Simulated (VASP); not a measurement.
# TiPdSe4 (P-6m2) in VASP: notebook

The runs below take TiPdSe4 through single point, with PBE.

All numbers are computed with VASP 6.6.1; they aren't measurements. Logs are shortened: lines on timing, memory, paths and dates and some standing lists are left out, and cuts for length are marked.

## Step 1: The cell of the first run

Symmetry: P-6m2, No. 187, hexagonal system. Conventional cell: a = 6.694 Å, b = 6.694 Å, c = 3.625 Å, α = 90.00°, β = 90.00°, γ = 120.00°. Within 4.8 Å of Ti (site symmetry -6m2) lie 2 Ti at 3.62 Å and 15 Se at 3.81 to 3.86 Å and 3 Pd at 3.86 Å. Pd (site symmetry -6m2) has 6 Se at 2.56 Å within 3.4 Å. Within 3.6 Å of Se (site symmetry -6m2) lie 6 Se at 2.74 Å. Se (site symmetry mm2) has 2 Pd at 2.56 Å and 4 Se at 2.74 to 3.13 Å within 3.4 Å.

## Step 2: Single point, PBE, collinear spin, ferromagnetic start

INCAR reads:

```
SYSTEM = TiPdSe4
PREC = Accurate
ENCUT = 520
EDIFF = 1E-7
ISMEAR = 0
SIGMA = 0.15
LREAL = .FALSE.
LASPH = .TRUE.
NELM = 150
ALGO = Normal
ISIF = 2
LWAVE = .FALSE.
LCHARG = .TRUE.
ISPIN = 2
MAGMOM = 1 0 0 0 0 0
LORBIT = 11
LMAXMIX = 4
GGA = PE
LELF = .TRUE.
LVHAR = .TRUE.
NBANDS = 36
```

KPOINTS reads:

```
Automatic mesh
0
G
  3 3 3
  0 0 0
```

POSCAR reads:

```
TiPdSe4
1.0
    6.6938516756      0.0000000000      0.0000000000
   -3.3469258378      5.7970456002      0.0000000000
    0.0000000000      0.0000000000      3.6249682434
Ti Pd Se
1 1 4
Direct
    0.6666666667      0.3333333333      0.0000000000
    0.0000000000      0.0000000000      0.0000000000
    0.3333333333      0.6666666667      0.0000000000
    0.6881496304      0.8440748152      0.5000000000
    0.1559251848      0.8440748152      0.5000000000
    0.1559251848      0.3118503696      0.5000000000
```

Potentials or basis: VASP PAW PBE potentials, release 64 (Ti_sv, Pd, Se).

Command:

```sh
$ cat potpaw_PBE.64/Ti_sv/POTCAR potpaw_PBE.64/Pd/POTCAR potpaw_PBE.64/Se/POTCAR > POTCAR
$ mpirun -np 1 vasp_std > vasp.out
```

OUTCAR:

```text
SYSTEM = TiPdSe4
   PREC = Accurate
   ENCUT = 520
   EDIFF = 1E-7
   ISMEAR = 0
   LREAL = .FALSE.
   LASPH = .TRUE.
   NELM = 150
   ISIF = 2
   ISPIN = 2
   LORBIT = 11
   GGA = PE

 ion  position               nearest neighbor table
   1  0.667  0.333  0.000-
   2  0.000  0.000  0.000-   6 2.56   6 2.56   5 2.56   5 2.56   4 2.56   4 2.56
   3  0.333  0.667  0.000-   5 2.74   5 2.74   6 2.74   6 2.74   4 2.74   4 2.74
   4  0.688  0.844  0.500-   2 2.56   2 2.56   3 2.74   3 2.74
   5  0.156  0.844  0.500-   2 2.56   2 2.56   3 2.74   3 2.74
   6  0.156  0.312  0.500-   2 2.56   2 2.56   3 2.74   3 2.74

  LATTYP: Found a hexagonal cell.
 ALAT       =     6.6938516756
 C/A-ratio  =     0.5415369834

  Lattice vectors:

 A1 = (   6.6938516756,   0.0000000000,   0.0000000000)
 A2 = (  -3.3469258378,   5.7970456002,   0.0000000000)
 A3 = (   0.0000000000,   0.0000000000,   3.6249682434)

Analysis of symmetry for initial positions (statically):
=====================================================================
 Subroutine PRICEL returns:
 Original cell was already a primitive cell.

 Routine SETGRP: Setting up the symmetry group for a
 hexagonal supercell.

 Subroutine GETGRP returns: Found 12 space group operations
 (whereof 12 operations were pure point group operations)
 out of a pool of 24 trial point group operations.

The static configuration has the point symmetry D_3h.

Analysis of symmetry for dynamics (positions and initial velocities):
=====================================================================
 Subroutine PRICEL returns:
 Original cell was already a primitive cell.

 Routine SETGRP: Setting up the symmetry group for a
 hexagonal supercell.

 Subroutine GETGRP returns: Found 12 space group operations
 (whereof 12 operations were pure point group operations)
 out of a pool of 24 trial point group operations.

The dynamic configuration has the point symmetry D_3h.

Analysis of structural, dynamic, and magnetic symmetry:
=====================================================================
 Subroutine PRICEL returns:
 Original cell was already a primitive cell.

 Routine SETGRP: Setting up the symmetry group for a
 hexagonal supercell.

 Subroutine GETGRP returns: Found 12 space group operations
 (whereof 12 operations were pure point group operations)
 out of a pool of 24 trial point group operations.

The overall configuration has the point symmetry D_3h.

 Subroutine INISYM returns: Found 12 space group operations
 (whereof 12 operations are pure point group operations),
 and found     1 'primitive' translations

----------------------------------------------------------------------------------------

                                     Primitive cell

  volume of cell :     140.6653

  direct lattice vectors                    reciprocal lattice vectors
     6.693851676  0.000000000  0.000000000     0.149390821  0.086250831  0.000000000
    -3.346925838  5.797045600  0.000000000     0.000000000  0.172501662  0.000000000
     0.000000000  0.000000000  3.624968243     0.000000000  0.000000000  0.275864486

  length of vectors
     6.693851676  6.693851676  3.624968243     0.172501662  0.172501662  0.275864486

  position of ions in fractional coordinates (direct lattice)
     0.666666667  0.333333333  0.000000000
     0.000000000  0.000000000  0.000000000
     0.333333333  0.666666667  0.000000000
     0.688149630  0.844074815  0.500000000
     0.155925185  0.844074815  0.500000000
     0.155925185  0.311850370  0.500000000

  ion indices of the primitive-cell ions
   primitive index   ion index
                 1           1
                 2           2
                 3           3
                 4           4
                 5           5
                 6           6

----------------------------------------------------------------------------------------

 KPOINTS: Automatic mesh

[... 23 lines left out ...]
            Coordinates               Weight
  0.000000  0.000000  0.000000      1.000000
  0.333333  0.000000  0.000000      6.000000
  0.333333  0.333333  0.000000      2.000000
  0.000000  0.000000  0.333333      2.000000
  0.333333  0.000000  0.333333     12.000000
  0.333333  0.333333  0.333333      4.000000
   k-points           NKPTS =      6   k-points in BZ     NKDIM =      6   number of bands    NBANDS=     36
   number of dos      NEDOS =    301   number of ions     NIONS =      6
   total plane-waves  NPLWV =  70000
   dimension x,y,z NGX =    50 NGY =   50 NGZ =   28
   dimension x,y,z NGXF=   100 NGYF=  100 NGZF=   56
   ions per type =               1   1   4
   NGX,Y,Z   is equivalent  to a cutoff of  12.42, 12.42, 12.84 a.u.
   NGXF,Y,Z  is equivalent  to a cutoff of  24.84, 24.84, 25.68 a.u.
 SYSTEM =  TiPdSe4
   PREC   = accura    normal or accurate (medium, high low for compatibility)
   ISTART =      0    job   : 0-new  1-cont  2-samecut
   ICHARG =      2    charge: 1-file 2-atom 10-const
   ISPIN  =      2    spin polarized calculation?
   LNONCOLLINEAR =      F non collinear calculations
   LSORBIT =      F    spin-orbit coupling
   LASPH  =      T    aspherical Exc in radial PAW
   ENCUT  =  520.0 eV  38.22 Ry    6.18 a.u.  12.45 12.45  6.74*2*pi/ulx,y,z
   NELM   =    150;   NELMIN=  2; NELMDL= -5     # of ELM steps
   EDIFF  = 0.1E-06   stopping-criterion for ELM
   LREAL  =      F    real-space projection
   EDIFFG = 0.1E-05   stopping-criterion for IOM
   NSW    =      0    number of steps for IOM
   IBRION =     -1    ionic relax: 0-MD 1-quasi-New 2-CG
   NFREE  =      0    steps in history (QN), initial steepest desc. (CG)
   ISIF   =      2    stress and relaxation
   ISYM   =      2    0-nonsym 1-usesym 2-fastsym
   POTIM  = 0.5000    time-step for ionic-motion
   TEBEG  =    0.0;   TEEND  =   0.0 temperature during run
   PSTRESS=    0.0 pullay stress
   NELECT =      46.0000    total number of electrons
   NUPDOWN=      -1.0000    fix difference up-down
   EMIN   =  10.00;   EMAX   =-10.00  energy-range for DOS
   EFERMI =   0.00;   METHOD = LEGACY
   ISMEAR =     0;   SIGMA  =   0.15  broadening in eV -4-tet -1-fermi 0-gaus
   EFERMI_NEDOS =   21; number of points for ismear=-14 and -15
   IALGO  =     38    algorithm
   IMIX   =      4    mixing-type and parameters
     AMIX     =   0.40;   BMIX     =  1.00
     AMIX_MAG =   1.60;   BMIX_MAG =  1.00
  volume/ion in A,a.u.               =      23.44       158.21
  Fermi-wavevector in a.u.,A,eV,Ry     =   1.127886  2.131395 17.308328  1.272126
  Thomas-Fermi vector in A             =   2.264574
   LORBIT       =     11    0 simple, 1 ext, 2 COOP (PROOUT), +10 PAW based schemes
   GGA     = PE    functional components
   LHFCALC =     F    Hartree Fock is set to
   AEXX    =    0.0000 exact exchange contribution
   IVDW    =     0    specifies the selected vdW correction
   LEPSILON=     F    determine dielectric tensor
   LRPA    =     F    only Hartree local field effects (RPA)
 spin polarized calculation
 Gauss-broadening in eV      SIGMA  =   0.15
  energy-cutoff  :      520.00
  volume of cell :      140.67
 maximum number of plane-waves:      3829
 NGX is ok and might be reduce to    50
   NGX = 25   NGY = 25   NGZ = 13

 number of electron      46.0000008 magnetization       0.0754324

 Free energy of the ion-electron system (eV)
  ---------------------------------------------------
  ext. energy  EPLUGINS =         0.00000000
  ---------------------------------------------------
  free energy    TOTEN  =       -23.74147736 eV

  energy without entropy =      -23.65630133  energy(sigma->0) =      -23.69888935

 E-fermi :   4.9584     XC(G=0):  -9.8276

 val. band max:        4.9530343086   @ k =   0.0000   0.0000   0.3333
 cond. band min:       4.9651012280   @ k =   0.3333   0.3333   0.3333
 fundamental gap:      0.0120669194
 Fermi energy:         4.9584417644

 spin component 1

 k-point     1 :       0.0000    0.0000    0.0000
  band No.  band energies     occupation
      1     -53.1592      1.00000
      2     -29.5270      1.00000
      3     -29.3585      1.00000
      4     -29.3585      1.00000
      5     -10.7008      1.00000
      6      -8.1227      1.00000
[... 217 lines left out ...]
     34       9.7768      0.00000
     35      11.2918      0.00000
 Fermi energy:         4.9584417644

 spin component 2

 k-point     1 :       0.0000    0.0000    0.0000
  band No.  band energies     occupation
      1     -53.0697      1.00000
      2     -29.4915      1.00000
      3     -29.4915      1.00000
      4     -28.9923      1.00000
      5     -10.7211      1.00000
      6      -8.1478      1.00000
[... 217 lines left out ...]
     34       9.7252      0.00000
     35      11.3306      0.00000
 [bands above 35 left out]

------------------------ aborting loop because EDIFF is reached ----------------------------------------

  FORCE on cell =-STRESS in cart. coord.  units (eV):
  Direction    XX          YY          ZZ          XY          YZ          ZX
  --------------------------------------------------------------------------------------
  -------------------------------------------------------------------------------------
  Total       -0.3990180     -0.3990180     -0.7379380      0.0000000     -0.0000000      0.0000000
  in kB       -4.5448137     -4.5448137     -8.4051107      0.0000000     -0.0000000      0.0000000
  external PRESSURE =      -5.8315794 kB  Pullay stress =       0.0000000 kB

 VOLUME and BASIS-vectors are now :
 -----------------------------------------------------------------------------
  energy-cutoff  :      520.00
  volume of cell :      140.67
      direct lattice vectors                 reciprocal lattice vectors
     6.693851676  0.000000000  0.000000000     0.149390821  0.086250831  0.000000000
    -3.346925838  5.797045600  0.000000000     0.000000000  0.172501662  0.000000000
     0.000000000  0.000000000  3.624968243     0.000000000  0.000000000  0.275864486

 POSITION                                       TOTAL-FORCE (eV/Angst)
 -----------------------------------------------------------------------------------
      3.34693      1.93235      0.00000         0.000000      0.000000     -0.000000
      0.00000      0.00000      0.00000         0.000000      0.000000     -0.000000
     -0.00000      3.86470      0.00000         0.000000      0.000000     -0.000000
      1.78132      4.89314      1.81248         0.090782      0.052413     -0.000000
     -1.78132      4.89314      1.81248        -0.090782      0.052413     -0.000000
     -0.00000      1.80781      1.81248         0.000000     -0.104826      0.000000
 -----------------------------------------------------------------------------------
    total drift:                               -0.000001      0.000000      0.000000

  FREE ENERGIE OF THE ION-ELECTRON SYSTEM (eV)
  ---------------------------------------------------
  free  energy   TOTEN  =       -23.7414773636 eV

  energy  without entropy=      -23.6563013304  energy(sigma->0) =      -23.69888935

 total charge

# of ion       s       p       d       tot
------------------------------------------
    1        2.093   5.958   1.876   9.926
    2        0.467   0.529   8.521   9.517
    3        1.540   2.106   0.063   3.709
    4        1.511   2.153   0.063   3.727
    5        1.511   2.153   0.063   3.727
    6        1.511   2.153   0.063   3.727
--------------------------------------------------
tot          8.633  15.051  10.648  34.332

 magnetization (x)

# of ion       s       p       d       tot
------------------------------------------
    1        0.011   0.005   0.083   0.100
    2        0.001  -0.003  -0.024  -0.026
    3       -0.002  -0.009  -0.001  -0.011
    4       -0.001  -0.020   0.000  -0.021
    5       -0.001  -0.020   0.000  -0.021
    6       -0.001  -0.020   0.000  -0.021
--------------------------------------------------
tot          0.007  -0.067   0.059  -0.000
```

Run time: 2.1 min. Hardware: 1 thread of AMD EPYC 9R45 (Zen 5), shared host; peak memory 0.29 GiB.

Results:

```
Free energy                                           : -23.7415 eV
Pressure                                              : -0.6 GPa
Largest force                                         : 0.105 eV/Å
Net moment                                            : 0.08 μB per cell
Site moments                                          : Ti +0.10; Pd -0.03; Se -0.01, -0.02 μB
Valence electrons inside the program's atomic spheres : Ti 9.93; Pd 9.52; Se 3.71, 3.73
```

Forces in eV/Å, atoms in the order of the input:
```
Ti   0.000  0.000  0.000
Pd   0.000  0.000  0.000
Se   0.000  0.000  0.000
Se   0.091  0.052  0.000
Se  -0.091  0.052  0.000
Se   0.000 -0.105  0.000
```

Levels at points of the mesh, in eV from the Fermi level:
Spin up:
```tsv
k point	band 19	band 20	band 21	band 22	band 23	band 24	band 25	band 26
(0.00, 0.00, 0.00)	-1.00	-1.00	-0.53	0.12	0.12	0.20	0.20	0.29
```
Spin down:
```
           k point  band 20  band 21  band 22  band 23  band 24  band 25  band 26  band 27
(0.00, 0.00, 0.00)    -1.01    -0.57    -0.15    -0.15     0.05     0.46     0.46     0.47
```

Caveat: the k points lie up to 0.58 Å⁻¹ apart.

## Step 3: Single point, PBE, collinear spin, ferromagnetic start

INCAR reads:

```
SYSTEM = TiPdSe4
  PREC = Accurate
  ENCUT = 520
  EDIFF = 1E-7
  ISMEAR = 0
  SIGMA = 0.15
  LREAL = .FALSE.
  LASPH = .TRUE.
  NELM = 150
  ALGO = Normal
  ISIF = 2
  LWAVE = .FALSE.
  LCHARG = .FALSE.
  ISPIN = 2
  MAGMOM = 1 0 0 0 0 0
  LORBIT = 11
  LMAXMIX = 4
  GGA = PE
  NBANDS = 36
```

KPOINTS is that of step 2.

POSCAR reads:

```
TiPdSe4
1.0
    6.7222033435      0.0000000000      0.0000000000
   -3.3611016718      5.8215988649      0.0000000000
    0.0000000000      0.0000000000      3.6012591208
Ti Pd Se
1 1 4
Direct
    0.0000000000      0.0000000000      0.0000000000
    0.3333333333      0.6666666667      0.0000000000
    0.6666666667      0.3333333333      0.0000000000
    1.0213906460      0.5106953230      0.5000000000
    0.4893046770      0.5106953230      0.5000000000
    0.4893046770     -0.0213906460      0.5000000000
```

Potentials or basis: VASP PAW PBE potentials, release 64 (Ti_sv, Pd, Se).

Command:

```sh
$ cat potpaw_PBE.64/Ti_sv/POTCAR potpaw_PBE.64/Pd/POTCAR potpaw_PBE.64/Se/POTCAR > POTCAR
$ mpirun -np 1 vasp_std > vasp.out
```

Run time: 2.2 min. Hardware: 1 thread of AMD EPYC 9R45 (Zen 5), shared host; peak memory 0.28 GiB.

The run converged. Its results:

- Free energy: -23.7414 eV
- Pressure: -0.5 GPa
- Largest force: 0.089 eV/Å
- Net moment: 0.09 μB per cell
- Site moments: Ti +0.11; Pd -0.03; Se -0.01, -0.02 μB
- Valence electrons inside the program's atomic spheres: Ti 9.93; Pd 9.52; Se 3.71, 3.73

Forces in eV/Å, atoms in the order of the input:
```
Ti   0.000  0.000  0.000
Pd   0.000  0.000  0.000
Se   0.000  0.000  0.000
Se   0.077  0.045  0.000
Se  -0.077  0.045  0.000
Se   0.000 -0.089  0.000
```

Levels at points of the mesh, in eV from the Fermi level:
Spin up:
```
           k point  band 20  band 21  band 22  band 23  band 24  band 25
(0.00, 0.00, 0.00)    -0.98    -0.57     0.11     0.11     0.21     0.21
```
Spin down:
```tsv
k point	band 20	band 21	band 22	band 23	band 24	band 25	band 26	band 27
(0.00, 0.00, 0.00)	-1.00	-0.61	-0.15	-0.15	0.04	0.50	0.50	0.53
```

Caveat: the k points lie up to 0.58 Å⁻¹ apart.
